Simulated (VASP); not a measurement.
# CsPbCl3 (Pm-3m) in VASP: a series of runs, part 2 of 3

VASP 6.6.1. Earlier steps stand in the parts before.

## (3) Single point, LDA

This run uses another cell than the first one, of 35.22 Å³/atom.

INCAR reads:

```
PREC = Accurate ; ENCUT = 520
EDIFF = 1E-6 ; ISMEAR = -1
SIGMA = 0.05 ; LREAL = F
LASPH = T ; NELM = 80
ALGO = Normal ; ISIF = 2
LWAVE = F ; LCHARG = T
LELF = T ; LVHAR = T
NBANDS = 30
```

KPOINTS reads:

```
regular mesh
0
Gamma
  5 5 5
```

POSCAR reads:

```
CsPbCl3
1.0
    5.6050000000      0.0000000000      0.0000000000
    0.0000000000      5.6050000000      0.0000000000
    0.0000000000      0.0000000000      5.6050000000
Pb Cs Cl
1 1 3
Direct
    0.5000000000      0.5000000000      0.5000000000
    0.0000000000      0.0000000000      0.0000000000
    0.5000000000      0.0000000000      0.5000000000
    0.0000000000      0.5000000000      0.5000000000
    0.5000000000      0.5000000000      0.0000000000
```

Potentials or basis: VASP PAW LDA potentials, release 64 (Pb_d, Cs_sv, Cl).

Started as:

```console
$ cat potpaw_LDA.64/Pb_d/POTCAR potpaw_LDA.64/Cs_sv/POTCAR potpaw_LDA.64/Cl/POTCAR > POTCAR
$ mpirun -np 1 vasp_std > vasp.out
```

OUTCAR:

```text
PREC = Accurate
   ENCUT = 520
   EDIFF = 1E-6
   ISMEAR = -1
   LREAL = F
   LASPH = T
   NELM = 80
   ISIF = 2

 ion  position               nearest neighbor table
   1  0.500  0.500  0.500-   3 2.80   4 2.80   5 2.80   5 2.80   3 2.80   4 2.80
   2  0.000  0.000  0.000-
   3  0.500  0.000  0.500-   1 2.80   1 2.80
   4  0.000  0.500  0.500-   1 2.80   1 2.80
   5  0.500  0.500  0.000-   1 2.80   1 2.80

  LATTYP: Found a simple cubic cell.
 ALAT       =     5.6050000000

  Lattice vectors:

 A1 = (   5.6050000000,   0.0000000000,   0.0000000000)
 A2 = (   0.0000000000,   5.6050000000,   0.0000000000)
 A3 = (   0.0000000000,   0.0000000000,   5.6050000000)

Analysis of symmetry for initial positions (statically):
=====================================================================
 Subroutine PRICEL returns:
 Original cell was already a primitive cell.

 Routine SETGRP: Setting up the symmetry group for a
 simple cubic supercell.

 Subroutine GETGRP returns: Found 48 space group operations
 (whereof 48 operations were pure point group operations)
 out of a pool of 48 trial point group operations.

The static configuration has the point symmetry O_h .

Analysis of symmetry for dynamics (positions and initial velocities):
=====================================================================
 Subroutine PRICEL returns:
 Original cell was already a primitive cell.

 Routine SETGRP: Setting up the symmetry group for a
 simple cubic supercell.

 Subroutine GETGRP returns: Found 48 space group operations
 (whereof 48 operations were pure point group operations)
 out of a pool of 48 trial point group operations.

The dynamic configuration has the point symmetry O_h .

 Subroutine INISYM returns: Found 48 space group operations
 (whereof 48 operations are pure point group operations),
 and found     1 'primitive' translations

----------------------------------------------------------------------------------------

                                     Primitive cell

  volume of cell :     176.0868

  direct lattice vectors                    reciprocal lattice vectors
     5.605000000  0.000000000  0.000000000     0.178412132  0.000000000  0.000000000
     0.000000000  5.605000000  0.000000000     0.000000000  0.178412132  0.000000000
     0.000000000  0.000000000  5.605000000     0.000000000  0.000000000  0.178412132

  length of vectors
     5.605000000  5.605000000  5.605000000     0.178412132  0.178412132  0.178412132

  position of ions in fractional coordinates (direct lattice)
     0.500000000  0.500000000  0.500000000
     0.000000000  0.000000000  0.000000000
     0.500000000  0.000000000  0.500000000
     0.000000000  0.500000000  0.500000000
     0.500000000  0.500000000  0.000000000

  ion indices of the primitive-cell ions
   primitive index   ion index
                 1           1
                 2           2
                 3           3
                 4           4
                 5           5

----------------------------------------------------------------------------------------

 KPOINTS: regular mesh

Automatic generation of k-mesh.
 Grid dimensions read from file:
 generate k-points for:    5    5    5

 Generating k-lattice:

  Cartesian coordinates                     Fractional coordinates (reciprocal lattice)
     0.035682426  0.000000000  0.000000000     0.200000000  0.000000000  0.000000000
     0.000000000  0.035682426  0.000000000     0.000000000  0.200000000  0.000000000
     0.000000000  0.000000000  0.035682426     0.000000000  0.000000000  0.200000000

  Length of vectors
     0.035682426  0.035682426  0.035682426

  Shift w.r.t. Gamma in fractional coordinates (k-lattice)
     0.000000000  0.000000000  0.000000000

 Subroutine IBZKPT returns following result:
 ===========================================

 Found     10 irreducible k-points:

 Following reciprocal coordinates:
            Coordinates               Weight
  0.000000  0.000000  0.000000      1.000000
  0.200000  0.000000  0.000000      6.000000
  0.400000  0.000000  0.000000      6.000000
  0.200000  0.200000  0.000000     12.000000
  0.400000  0.200000  0.000000     24.000000
  0.400000  0.400000  0.000000     12.000000
  0.200000  0.200000  0.200000      8.000000
  0.400000  0.200000  0.200000     24.000000
  0.400000  0.400000  0.200000     24.000000
  0.400000  0.400000  0.400000      8.000000
   k-points           NKPTS =     10   k-points in BZ     NKDIM =     10   number of bands    NBANDS=     30
   number of dos      NEDOS =    301   number of ions     NIONS =      5
   total plane-waves  NPLWV =  74088
   dimension x,y,z NGX =    42 NGY =   42 NGZ =   42
   dimension x,y,z NGXF=    84 NGYF=   84 NGZF=   84
   ions per type =               1   1   3
   NGX,Y,Z   is equivalent  to a cutoff of  12.46, 12.46, 12.46 a.u.
   NGXF,Y,Z  is equivalent  to a cutoff of  24.91, 24.91, 24.91 a.u.
 SYSTEM =  unknown system
   PREC   = accura    normal or accurate (medium, high low for compatibility)
   ISTART =      0    job   : 0-new  1-cont  2-samecut
   ICHARG =      2    charge: 1-file 2-atom 10-const
   ISPIN  =      1    spin polarized calculation?
   LNONCOLLINEAR =      F non collinear calculations
   LSORBIT =      F    spin-orbit coupling
   LASPH  =      T    aspherical Exc in radial PAW
   ENCUT  =  520.0 eV  38.22 Ry    6.18 a.u.  10.42 10.42 10.42*2*pi/ulx,y,z
   NELM   =     80;   NELMIN=  2; NELMDL= -5     # of ELM steps
   EDIFF  = 0.1E-05   stopping-criterion for ELM
   LREAL  =      F    real-space projection
   EDIFFG = 0.1E-04   stopping-criterion for IOM
   NSW    =      0    number of steps for IOM
   IBRION =     -1    ionic relax: 0-MD 1-quasi-New 2-CG
   NFREE  =      0    steps in history (QN), initial steepest desc. (CG)
   ISIF   =      2    stress and relaxation
   ISYM   =      2    0-nonsym 1-usesym 2-fastsym
   POTIM  = 0.5000    time-step for ionic-motion
   TEBEG  =    0.0;   TEEND  =   0.0 temperature during run
   PSTRESS=    0.0 pullay stress
   NELECT =      44.0000    total number of electrons
   NUPDOWN=      -1.0000    fix difference up-down
   EMIN   =  10.00;   EMAX   =-10.00  energy-range for DOS
   EFERMI =   0.00;   METHOD = LEGACY
   ISMEAR =    -1;   SIGMA  =   0.05  broadening in eV -4-tet -1-fermi 0-gaus
   EFERMI_NEDOS =   21; number of points for ismear=-14 and -15
   IALGO  =     38    algorithm
   IMIX   =      4    mixing-type and parameters
     AMIX     =   0.40;   BMIX     =  1.00
     AMIX_MAG =   1.60;   BMIX_MAG =  1.00
  volume/ion in A,a.u.               =      35.22       237.66
  Fermi-wavevector in a.u.,A,eV,Ry     =   1.031138  1.948568 14.466333  1.063245
  Thomas-Fermi vector in A             =   2.165271
   LORBIT       =      0    0 simple, 1 ext, 2 COOP (PROOUT), +10 PAW based schemes
   GGA     = CA    functional components
   LHFCALC =     F    Hartree Fock is set to
   AEXX    =    0.0000 exact exchange contribution
   IVDW    =     0    specifies the selected vdW correction
   LEPSILON=     F    determine dielectric tensor
   LRPA    =     F    only Hartree local field effects (RPA)
 non-spin polarized calculation
  energy-cutoff  :      520.00
  volume of cell :      176.09
 maximum number of plane-waves:      4765
 NGX is ok and might be reduce to    42
   NGX = 21   NGY = 21   NGZ = 21

 number of electron      44.0000000 magnetization

 Free energy of the ion-electron system (eV)
  ---------------------------------------------------
  ext. energy  EPLUGINS =         0.00000000
  ---------------------------------------------------
  free energy    TOTEN  =       -19.41145086 eV

  energy without entropy =      -19.41145086  energy(sigma->0) =      -19.41145086

 E-fermi :   1.9940     XC(G=0):  -8.2818

 val. band max:        0.9377720696   @ k =   0.4000   0.4000   0.4000
 cond. band min:       3.7218304986   @ k =   0.4000   0.4000   0.4000
 fundamental gap:      2.7840584290
 Fermi energy:         1.9940135313

 k-point     1 :       0.0000    0.0000    0.0000
  band No.  band energies     occupation
      1     -19.7010      2.00000
      2     -15.2104      2.00000
      3     -15.2104      2.00000
      4     -14.9584      2.00000
      5     -14.9584      2.00000
      6     -14.9584      2.00000
[... 319 lines left out ...]
     29       7.0731      0.00000
     30       7.9998      0.00000

------------------------ aborting loop because EDIFF is reached ----------------------------------------

  FORCE on cell =-STRESS in cart. coord.  units (eV):
  Direction    XX          YY          ZZ          XY          YZ          ZX
  --------------------------------------------------------------------------------------
  -------------------------------------------------------------------------------------
  Total       -1.3684172     -1.3684172     -1.3684172      0.0000000     -0.0000000     -0.0000000
  in kB      -12.4509434    -12.4509434    -12.4509434      0.0000000     -0.0000000     -0.0000000
  external PRESSURE =     -12.4509434 kB  Pullay stress =       0.0000000 kB

 VOLUME and BASIS-vectors are now :
 -----------------------------------------------------------------------------
  energy-cutoff  :      520.00
  volume of cell :      176.09
      direct lattice vectors                 reciprocal lattice vectors
     5.605000000  0.000000000  0.000000000     0.178412132  0.000000000  0.000000000
     0.000000000  5.605000000  0.000000000     0.000000000  0.178412132  0.000000000
     0.000000000  0.000000000  5.605000000     0.000000000  0.000000000  0.178412132

 POSITION                                       TOTAL-FORCE (eV/Angst)
 -----------------------------------------------------------------------------------
      2.80250      2.80250      2.80250         0.000000      0.000000      0.000000
      0.00000      0.00000      0.00000         0.000000      0.000000      0.000000
      2.80250      0.00000      2.80250         0.000000      0.000000      0.000000
      0.00000      2.80250      2.80250         0.000000      0.000000      0.000000
      2.80250      2.80250      0.00000         0.000000      0.000000      0.000000
 -----------------------------------------------------------------------------------
    total drift:                                0.000000     -0.000000     -0.000000

  FREE ENERGIE OF THE ION-ELECTRON SYSTEM (eV)
  ---------------------------------------------------
  free  energy   TOTEN  =       -19.4114508593 eV

  energy  without entropy=      -19.4114508592  energy(sigma->0) =      -19.41145086
```

OSZICAR:

```text
N       E                     dE             d eps       ncg     rms          rms(c)
DAV:   1     0.399447185786E+03    0.39945E+03   -0.19329E+04   600   0.134E+03
DAV:   2     0.291133121843E+02   -0.37033E+03   -0.35172E+03   678   0.309E+02
DAV:   3    -0.182330043382E+02   -0.47346E+02   -0.46742E+02   760   0.119E+02
DAV:   4    -0.201477372572E+02   -0.19147E+01   -0.19065E+01   754   0.298E+01
DAV:   5    -0.202174799432E+02   -0.69743E-01   -0.69715E-01   798   0.506E+00    0.531E+00
DAV:   6    -0.194735740314E+02    0.74391E+00   -0.13355E+00   814   0.128E+01    0.345E+00
DAV:   7    -0.194190646677E+02    0.54509E-01   -0.46050E-01   890   0.387E+00    0.169E+00
DAV:   8    -0.194141571670E+02    0.49075E-02   -0.66346E-02   832   0.188E+00    0.243E-01
DAV:   9    -0.194113968563E+02    0.27603E-02   -0.13048E-02   922   0.896E-01    0.109E-01
DAV:  10    -0.194114567358E+02   -0.59880E-04   -0.12047E-03   804   0.230E-01    0.371E-02
DAV:  11    -0.194114521160E+02    0.46198E-05   -0.92638E-05   838   0.638E-02    0.651E-03
DAV:  12    -0.194114511386E+02    0.97742E-06   -0.15771E-05   804   0.370E-02    0.389E-03
DAV:  13    -0.194114508593E+02    0.27924E-06   -0.21342E-06   574   0.876E-03
   1 F= -.19411451E+02 E0= -.19411451E+02  d E =-.947970E-10
```

It took 30 s on 1 thread of Intel Xeon Platinum 8559C (Emerald Rapids), shared host; peak memory 0.23 GiB.

What came out:

```yaml
Free_energy: -19.4115 eV
Pressure: -1.2 GPa
Band_gap_on_the_k_mesh: 2.78 eV
```

Caveat: spin-orbit coupling is left out, which moves the levels of the heavy elements; an odd mesh through Γ misses points on the zone boundary, where band edges can lie. A hybrid or GW would open this gap; LDA tends to underestimate it.

[end of part 2 of 3]
